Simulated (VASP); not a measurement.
Input of a VASP 6.6.1 run:

POSCAR

```
WS2
1.0
    3.1300896612      0.0000000000      0.0000000000
   -1.5650448306      2.7107371628      0.0000000000
    0.0000000000      0.0000000000     24.4713132806
W S
2 4
Direct
    0.3333333333      0.6666666667      0.6379434935
    0.6666666667      0.3333333333      0.3620565065
    0.3333333333      0.6666666667      0.2962425097
    0.6666666667      0.3333333333      0.5721038223
    0.3333333333      0.6666666667      0.4278961777
    0.6666666667      0.3333333333      0.7037574903
```

The input INCAR.step1:

```
SYSTEM = WS2
PREC = Accurate
ENCUT = 520
ISMEAR = 0
SIGMA = 0.05
LREAL = .FALSE.
LASPH = .TRUE.
NELM = 80
NBANDS = 35
GGA = PE
ALGO = Normal
EDIFF = 1E-4
LWAVE = .TRUE.
LCHARG = .FALSE.
```

Contents of INCAR.step2:

```
SYSTEM = WS2
PREC = Accurate
ENCUT = 520
EDIFF = 1E-7
ISMEAR = 0
SIGMA = 0.05
LREAL = .FALSE.
LASPH = .TRUE.
NELM = 80
ALGO = Normal
ISIF = 2
LWAVE = .FALSE.
LCHARG = .TRUE.
METAGGA = R2SCAN
LMIXTAU = .TRUE.
LELF = .TRUE.
LVHAR = .TRUE.
NBANDS = 35
ISTART = 1
```

KPOINTS

```
regular mesh
0
G
  12 12 2
  0 0 0
```

Potentials or basis: VASP PAW PBE potentials, release 64 (W_sv, S).

Run with:

```sh
$ cat potpaw_PBE.64/W_sv/POTCAR potpaw_PBE.64/S/POTCAR > POTCAR
$ cp INCAR.step1 INCAR
$ mpirun -np 1 vasp_std > vasp.out
$ cp INCAR.step2 INCAR
$ mpirun -np 1 vasp_std > vasp.out
```

Estimate the largest force.

0.662 eV/Å.

What does it give for the band gap on the k mesh?

1.82 eV (least direct gap 2.23 eV).

Forces in eV/Å, atoms in the order of the input:
```
W    0.000  0.000  0.000
W    0.000  0.000  0.000
S    0.000  0.000  0.662
S    0.000  0.000  0.647
S    0.000  0.000 -0.647
S    0.000  0.000 -0.662
```

Caveat: there is no dipole correction, which matters where the two faces differ; the PAW data sets were made with another functional, which shifts forces and pressure a little; spin-orbit coupling is left out, which moves the levels of the heavy elements.
